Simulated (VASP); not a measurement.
# Zr (P6_3/mmc) in VASP: a series of runs, part 2 of 2

VASP 6.6.1. The steps go on from the part before.

### Step 4. Electric field gradients, PBEsol

This run uses another cell than the first one, of 23.28 Å³/atom, 1.042 times its volume.

Contents of INCAR:

```
  ALGO = Normal
  EDIFF = 1E-8
  ENCUT = 520
  GGA = PS
  ISIF = 2
  ISMEAR = -1
  LASPH = T
  LCHARG = F
  LEFG = T
  LREAL = F
  LWAVE = F
  NBANDS = 19
  NELM = 60
  PREC = Accurate
  SIGMA = 0.03
```

Contents of KPOINTS:

```
k-points
0
Gamma
  13 13 7
```

Contents of POSCAR:

```
Zr
1.0
    3.2319982225      0.0000000000      0.0000000000
   -1.6159991112      2.7989925656      0.0000000000
    0.0000000000      0.0000000000      5.1470000000
Zr
2
Direct
    0.3333333333      0.6666666667      0.2500000000
    0.6666666667      0.3333333333      0.7500000000
```

Potentials or basis: VASP PAW PBE potentials, release 64 (Zr_sv).

Started as:

```sh
$ cat potpaw_PBE.64/Zr_sv/POTCAR > POTCAR
$ mpirun -np 1 vasp_std > vasp.out
```

OUTCAR:

```text
EDIFF = 1E-8
   ENCUT = 520
   GGA = PS
   ISIF = 2
   ISMEAR = -1
   LASPH = T
   LREAL = F
   NELM = 60
   PREC = Accurate

 ion  position               nearest neighbor table
   1  0.333  0.667  0.250-   2 3.18   2 3.18   2 3.18   2 3.18   2 3.18   2 3.18
   2  0.667  0.333  0.750-   1 3.18   1 3.18   1 3.18   1 3.18   1 3.18   1 3.18

  LATTYP: Found a hexagonal cell.
 ALAT       =     3.2319982225
 C/A-ratio  =     1.5925132521

  Lattice vectors:

 A1 = (   3.2319982225,   0.0000000000,   0.0000000000)
 A2 = (  -1.6159991112,   2.7989925656,   0.0000000000)
 A3 = (   0.0000000000,   0.0000000000,   5.1470000000)

Analysis of symmetry for initial positions (statically):
=====================================================================
 Subroutine PRICEL returns:
 Original cell was already a primitive cell.

 Routine SETGRP: Setting up the symmetry group for a
[... 718 lines left out ...]
  energy-cutoff  :      520.00
  volume of cell :       46.56
      direct lattice vectors                 reciprocal lattice vectors
     3.231998223  0.000000000  0.000000000     0.309406111  0.178635701  0.000000000
    -1.615999111  2.798992566  0.000000000     0.000000000  0.357271403  0.000000000
     0.000000000  0.000000000  5.147000000     0.000000000  0.000000000  0.194287935

 POSITION                                       TOTAL-FORCE (eV/Angst)
 -----------------------------------------------------------------------------------
     -0.00000      1.86600      1.28675        -0.000000      0.000000      0.000000
      1.61600      0.93300      3.86025         0.000000     -0.000000      0.000000
 -----------------------------------------------------------------------------------
    total drift:                               -0.000000      0.000000     -0.000000

  FREE ENERGIE OF THE ION-ELECTRON SYSTEM (eV)
  ---------------------------------------------------
  free  energy   TOTEN  =       -18.1469881772 eV

  energy  without entropy=      -18.1397323289  energy(sigma->0) =      -18.14336025

 Electric field gradients (V/A^2)
---------------------------------------------------------------------
 ion       V_xx      V_yy      V_zz      V_xy      V_xz      V_yz
---------------------------------------------------------------------
   1     -19.865   -19.865    39.731     0.000     0.000    -0.000
   2     -19.865   -19.865    39.731     0.000    -0.000     0.000
---------------------------------------------------------------------

 Electric field gradients after diagonalization (V/A^2)
 (convention: |V_zz| > |V_xx| > |V_yy|)
----------------------------------------------------------------------
 ion       V_xx      V_yy      V_zz     asymmetry (V_yy - V_xx)/ V_zz
----------------------------------------------------------------------
   1     -19.865   -19.865    39.731       0.000
   2     -19.865   -19.865    39.731       0.000
----------------------------------------------------------------------

           NMR quadrupolar parameters

 Cq : quadrupolar parameter    Cq=e*Q*V_zz/h
 eta: asymmetry parameters     (V_yy - V_xx)/ V_zz
 Q  : nuclear electric quadrupole moment in mb (millibarn)
----------------------------------------------------------------------
 ion       Cq(MHz)       eta       Q (mb)
----------------------------------------------------------------------
   1       0.096       0.000       1.000
   2       0.096       0.000       1.000
----------------------------------------------------------------------
```

stdout:

```text
POSCAR found type information on POSCAR Zr
 POSCAR found :  1 types and       2 ions
 scaLAPACK will be used
 -----------------------------------------------------------------------------
|                                                                             |
|                                                                             |
|     You enforced a specific xc type in the INCAR file but a different       |
|     I HOPE YOU KNOW WHAT YOU ARE DOING!                                     |
|                                                                             |
 -----------------------------------------------------------------------------

 LDA part: xc-table for (Slater+PW92), standard interpolation
 POSCAR, INCAR and KPOINTS ok, starting setup
 FFT: planning ... GRIDC
 FFT: planning ... GRID_SOFT
 FFT: planning ... GRID
 WAVECAR not read
 entering main loop
ion   1

ion   2
```

Wall time 2.6 min (1 thread of AMD EPYC 7R13, shared host); peak memory 0.17 GiB.

What came out:

```yaml
Free_energy: -18.1470 eV
Pressure: -3.2 GPa
Band_gap_on_the_k_mesh: zero (band 12 reaches 9.72 eV, above the bottom of band 13 at 8.64 eV)
```

Levels at points of the mesh, in eV from the Fermi level:
```csv
k point,band 9,band 10,band 11,band 12,band 13,band 14,band 15,band 16
"(0.00, 0.00, 0.00)",-5.70,-3.06,0.83,0.83,0.99,1.16,1.53,1.53
```

Electric field gradients, principal values (V/Å²):
| atom | least | middle | greatest (by size) |
| --- | --- | --- | --- |
| 1 Zr | -19.865 | -19.865 | 39.731 |
| 2 Zr | -19.865 | -19.865 | 39.731 |

Caveat: without QUAD_EFG the Cq values of the log hold for a quadrupole moment of 1 mb, not for the nuclei; the PAW data sets were made with another functional, which shifts forces and pressure a little.

### Step 5. Electric field gradients, r2SCAN

This run uses another cell than the first one, of 23.28 Å³/atom, 1.042 times its volume.

POSCAR is that of step 4.

Contents of INCAR.step1:

```
PREC = Accurate
ENCUT = 520
ISMEAR = -1
SIGMA = 0.03
LREAL = False
LASPH = True
NELM = 100
NBANDS = 19
GGA = PE
ALGO = Normal
EDIFF = 1E-4
LWAVE = True
LCHARG = False
```

Contents of INCAR.step2:

```
PREC = Accurate
ENCUT = 520
EDIFF = 1E-8
ISMEAR = -1
SIGMA = 0.03
LREAL = False
LASPH = True
NELM = 100
ALGO = Normal
ISIF = 2
LWAVE = False
LCHARG = False
METAGGA = R2SCAN
LMIXTAU = True
LEFG = True
NBANDS = 19
ISTART = 1
```

Contents of KPOINTS:

```
Automatic mesh
0
Gamma
  13 13 7
```

Potentials or basis: VASP PAW PBE potentials, release 64 (Zr_sv).

Started as:

```sh
$ cat potpaw_PBE.64/Zr_sv/POTCAR > POTCAR
$ cp INCAR.step1 INCAR
$ mpirun -np 1 vasp_std > vasp.out
$ cp INCAR.step2 INCAR
$ mpirun -np 1 vasp_std > vasp.out
```

OUTCAR:

```text
PREC = Accurate
   ENCUT = 520
   EDIFF = 1E-8
   ISMEAR = -1
   LREAL = False
   LASPH = True
   NELM = 100
   ISIF = 2
   METAGGA = R2SCAN
   ISTART = 1

 ion  position               nearest neighbor table
   1  0.333  0.667  0.250-   2 3.18   2 3.18   2 3.18   2 3.18   2 3.18   2 3.18
   2  0.667  0.333  0.750-   1 3.18   1 3.18   1 3.18   1 3.18   1 3.18   1 3.18

  LATTYP: Found a hexagonal cell.
 ALAT       =     3.2319982225
 C/A-ratio  =     1.5925132521

  Lattice vectors:

 A1 = (   3.2319982225,   0.0000000000,   0.0000000000)
 A2 = (  -1.6159991112,   2.7989925656,   0.0000000000)
 A3 = (   0.0000000000,   0.0000000000,   5.1470000000)

Analysis of symmetry for initial positions (statically):
=====================================================================
 Subroutine PRICEL returns:
 Original cell was already a primitive cell.

 Routine SETGRP: Setting up the symmetry group for a
 hexagonal supercell.

 Subroutine GETGRP returns: Found 24 space group operations
 (whereof 12 operations were pure point group operations)
 out of a pool of 24 trial point group operations.

The static configuration has the point symmetry D_3d.
 The point group associated with its full space group is D_6h.

Analysis of symmetry for dynamics (positions and initial velocities):
=====================================================================
 Subroutine PRICEL returns:
 Original cell was already a primitive cell.

 Routine SETGRP: Setting up the symmetry group for a
 hexagonal supercell.

 Subroutine GETGRP returns: Found 24 space group operations
 (whereof 12 operations were pure point group operations)
 out of a pool of 24 trial point group operations.

[... 151 lines left out ...]
 cond. band min:       9.0796460113   @ k =   0.3077   0.2308   0.2857
 fundamental gap:      0.0245490517
 Fermi energy:         9.0728089038

 k-point     1 :       0.0000    0.0000    0.0000
  band No.  band energies     occupation
      1     -41.5140      2.00000
      2     -41.3471      2.00000
      3     -19.3738      2.00000
      4     -18.4541      2.00000
      5     -18.4541      2.00000
      6     -18.3142      2.00000
[... 505 lines left out ...]
      6     -18.4966      2.00000
[... 11 lines left out ...]
     18      11.5348      0.00000
     19      14.1022      0.00000

 [... further k-points ...]
[... 5 lines left out ...]
  --------------------------------------------------------------------------------------
  -------------------------------------------------------------------------------------
  Total        0.2516514      0.2516514      0.3187684      0.0000000     -0.0000000      0.0000000
  in kB        8.6593018      8.6593018     10.9687918      0.0000000     -0.0000000      0.0000000
  external PRESSURE =       9.4291318 kB  Pullay stress =       0.0000000 kB

 VOLUME and BASIS-vectors are now :
 -----------------------------------------------------------------------------
  energy-cutoff  :      520.00
  volume of cell :       46.56
      direct lattice vectors                 reciprocal lattice vectors
     3.231998223  0.000000000  0.000000000     0.309406111  0.178635701  0.000000000
    -1.615999111  2.798992566  0.000000000     0.000000000  0.357271403  0.000000000
     0.000000000  0.000000000  5.147000000     0.000000000  0.000000000  0.194287935

 POSITION                                       TOTAL-FORCE (eV/Angst)
 -----------------------------------------------------------------------------------
     -0.00000      1.86600      1.28675        -0.000000      0.000000      0.000000
      1.61600      0.93300      3.86025         0.000000     -0.000000      0.000000
 -----------------------------------------------------------------------------------
    total drift:                               -0.000000      0.000000     -0.000000

  FREE ENERGIE OF THE ION-ELECTRON SYSTEM (eV)
  ---------------------------------------------------
  free  energy   TOTEN  =       -45.5008277593 eV

  energy  without entropy=      -45.4949028276  energy(sigma->0) =      -45.49786529

 Electric field gradients (V/A^2)
---------------------------------------------------------------------
 ion       V_xx      V_yy      V_zz      V_xy      V_xz      V_yz
---------------------------------------------------------------------
   1     -20.193   -20.193    40.386     0.000     0.000    -0.000
   2     -20.193   -20.193    40.386     0.000    -0.000     0.000
---------------------------------------------------------------------

 Electric field gradients after diagonalization (V/A^2)
 (convention: |V_zz| > |V_xx| > |V_yy|)
----------------------------------------------------------------------
 ion       V_xx      V_yy      V_zz     asymmetry (V_yy - V_xx)/ V_zz
----------------------------------------------------------------------
   1     -20.193   -20.193    40.386       0.000
   2     -20.193   -20.193    40.386       0.000
----------------------------------------------------------------------

           NMR quadrupolar parameters

 Cq : quadrupolar parameter    Cq=e*Q*V_zz/h
 eta: asymmetry parameters     (V_yy - V_xx)/ V_zz
 Q  : nuclear electric quadrupole moment in mb (millibarn)
----------------------------------------------------------------------
 ion       Cq(MHz)       eta       Q (mb)
----------------------------------------------------------------------
   1       0.098       0.000       1.000
   2       0.098       0.000       1.000
----------------------------------------------------------------------
```

OUTCAR.step1:

```text
PREC = Accurate
   ENCUT = 520
   ISMEAR = -1
   LREAL = False
   LASPH = True
[... 751 lines left out ...]
     -0.00000      1.86600      1.28675         0.000000      0.000000      0.000000
      1.61600      0.93300      3.86025        -0.000000      0.000000      0.000000
 -----------------------------------------------------------------------------------
    total drift:                               -0.000000      0.000000     -0.000000

  FREE ENERGIE OF THE ION-ELECTRON SYSTEM (eV)
  ---------------------------------------------------
  free  energy   TOTEN  =       -17.0414492966 eV

  energy  without entropy=      -17.0343168444  energy(sigma->0) =      -17.03788307
```

OSZICAR.step1:

```text
N       E                     dE             d eps       ncg     rms          rms(c)
DAV:   1     0.214977768981E+03    0.21498E+03   -0.13259E+04  3192   0.125E+03
DAV:   2    -0.177766027379E+01   -0.21676E+03   -0.21269E+03  3715   0.365E+02
DAV:   3    -0.173283397837E+02   -0.15551E+02   -0.15422E+02  5757   0.709E+01
DAV:   4    -0.177402645123E+02   -0.41192E+00   -0.41150E+00  3794   0.117E+01
DAV:   5    -0.177525700187E+02   -0.12306E-01   -0.12303E-01  4686   0.143E+00    0.143E+01
DAV:   6    -0.171525919985E+02    0.59998E+00   -0.93356E-01  3454   0.731E+00    0.564E+00
DAV:   7    -0.170350647984E+02    0.11753E+00   -0.59653E-01  4443   0.512E+00    0.112E+00
DAV:   8    -0.170413705285E+02   -0.63057E-02   -0.41590E-02  4164   0.148E+00    0.252E-01
DAV:   9    -0.170414966498E+02   -0.12612E-03   -0.15148E-03  4178   0.342E-01    0.343E-02
DAV:  10    -0.170414492966E+02    0.47353E-04   -0.28220E-05  2085   0.357E-02
   1 F= -.17041449E+02 E0= -.17037883E+02  d E =-.713245E-02
```

Run time: 11 min. Hardware: 1 thread of AMD EPYC 7R13, shared host; peak memory 0.18 GiB.

Results:

* Free energy: -45.5008 eV
* Pressure: 0.9 GPa
* Band gap on the k mesh: zero (band 12 reaches 10.02 eV, above the bottom of band 13 at 8.71 eV)

Levels at points of the mesh, in eV from the Fermi level:
| k point | band 10 | band 11 | band 12 | band 13 | band 14 | band 15 |
| --- | --- | --- | --- | --- | --- | --- |
| (0.00, 0.00, 0.00) | -3.23 | 0.95 | 0.95 | 1.00 | 1.11 | 1.69 |

Electric field gradients, principal values (V/Å²):
```csv
atom,least,middle,greatest (by size)
1 Zr,-20.193,-20.193,40.386
2 Zr,-20.193,-20.193,40.386
```

Caveat: without QUAD_EFG the Cq values of the log hold for a quadrupole moment of 1 mb, not for the nuclei; the PAW data sets were made with another functional, which shifts forces and pressure a little.

### Step 6. The runs side by side

```tsv
level	potentials or basis	cell	gap on the mesh (eV)	pressure (GPa)
PBEsol	VASP PAW PBE potentials, release 64 (Zr_sv)	a = 3.188, b = 3.188, c = 5.077 Å, angles 90.0, 90.0, 120.0°, 2 atoms	none	0.6
LDA	VASP PAW LDA potentials, release 64 (Zr_sv)	a = 3.232, b = 3.232, c = 5.147 Å, angles 90.0, 90.0, 120.0°, 2 atoms	none	-6.0
PBEsol	VASP PAW PBE potentials, release 64 (Zr_sv)	a = 3.232, b = 3.232, c = 5.147 Å, angles 90.0, 90.0, 120.0°, 2 atoms	none	-3.2
r2SCAN	VASP PAW PBE potentials, release 64 (Zr_sv)	a = 3.232, b = 3.232, c = 5.147 Å, angles 90.0, 90.0, 120.0°, 2 atoms	none	0.9
```

Alike in all rows: task electric field gradients; no spin polarisation; k mesh 13 × 13 × 7; cutoff (eV) 520; smearing fermi-dirac 0.03 eV.

Caveats: the PAW data sets were made with another functional, which shifts forces and pressure a little (some runs).

Absolute energies hang on the potentials; compare differences alone.
